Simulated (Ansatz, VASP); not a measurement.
# Ga3B2As5 in VASP and in Ansatz

```
Ga B As
1.0
    -1.88190    1.88190   13.69481
     1.88190   -1.88190   13.69481
     1.88190    1.88190  -13.69481
Ga B As
3 2 5
Direct
  0.88915 0.88915 0.00000
  0.50000 0.50000 0.00000
  0.11085 0.11085 0.00000
  0.70841 0.70841 0.00000
  0.29159 0.29159 0.00000
  0.33292 0.83292 0.50000
  0.94445 0.44445 0.50000
  0.55555 0.05555 0.50000
  0.16708 0.66708 0.50000
  0.75000 0.25000 0.50000
```

Alike in both runs: functional PBE; k mesh 6 × 6 × 6; occupations gaussian, width 0.1 eV; no spin polarisation.

Ansatz relaxed the structure, and its values are those at the end. VASP's run is a single point on that final structure, the one shown.

|  | VASP | Ansatz |
| --- | --- | --- |
| version | VASP 6.6.1 | Ansatz 0.2.0 |
| potentials or method | VASP PAW PBE potentials, release 64 (Ga_d, B, As), cutoff 520 eV | scalar-relativistic, plane waves, PAW |
| valence electrons in the cell | 70 | 120 |

|  | VASP | Ansatz | Ansatz less VASP |
| --- | --- | --- | --- |
| gap on the k mesh at the Fermi level (eV) | 0.23 | 0.23 | +0.007 |
| least direct gap on the mesh (eV) | 0.23 | 0.23 | +0.007 |
| pressure (GPa) | 0.3 | 0.0 | -0.24 |

VASP's potentials hold 70 valence electrons a cell and Ansatz's 120, so a difference there can come from the potentials and not from the codes.
